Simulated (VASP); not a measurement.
NaCl: single point with PBE

The system is NaCl.

```
CELL_PARAMETERS angstrom
0.00000 2.60521 2.94502
2.60521 0.00000 2.94502
2.60521 2.60521 0.00000
ATOMIC_POSITIONS crystal
Na 0.00000 0.00000 0.00000
Cl 0.50000 0.50000 0.50000
```

This cell differs from its parent crystal: strain -0.080 along x and y, +0.040 along z.

| Property | Result |
| --- | --- |
| Program | VASP 6.6.1 |
| Task | single point |
| Functional | PBE |
| Potentials or basis | VASP PAW PBE potentials, release 64 (Na_pv, Cl) |
| Cutoff | 520 eV |
| k mesh | 8 × 8 × 8 |
| Occupations | gaussian, width 0.05 eV |
| Spin | no spin polarisation |
| Dipole correction | no |
| Further INCAR settings | ALGO = Normal; EDIFF = 1e-06; NBANDS = 14 |

The pressure is 6.1 GPa. The band gap on the k mesh is 5.58 eV.

Stress tensor (GPa, compression positive):
```
8.80 0.00 0.00
0.00 8.80 0.00
0.00 0.00 0.63
```

Levels at points of the mesh, in eV from the valence-band top:
```
           k point  band 4  band 5  band 6  band 7  band 8  band 9  band 10  band 11
(0.00, 0.00, 0.00)  -12.96   -0.01   -0.01    0.00    5.58   10.62    11.64    11.64
(0.50, 0.00, 0.00)  -12.47   -2.31   -0.45   -0.23    7.43   10.79    11.52    11.97
(0.50, 0.50, 0.00)  -12.55   -2.04   -0.50   -0.50    8.08    8.28    11.37    15.70
(0.50, 0.00, 0.50)  -12.38   -1.94   -1.01   -0.60    7.87    7.91    12.54    14.69
```

Run time: 38 s on 1 thread of Intel Xeon 8259CL, with other jobs on the host, peak memory 0.17 GiB.

Caveat: the cell differs from its parent crystal (strain -0.080 along x and y, +0.040 along z); the cell stands under pressure.
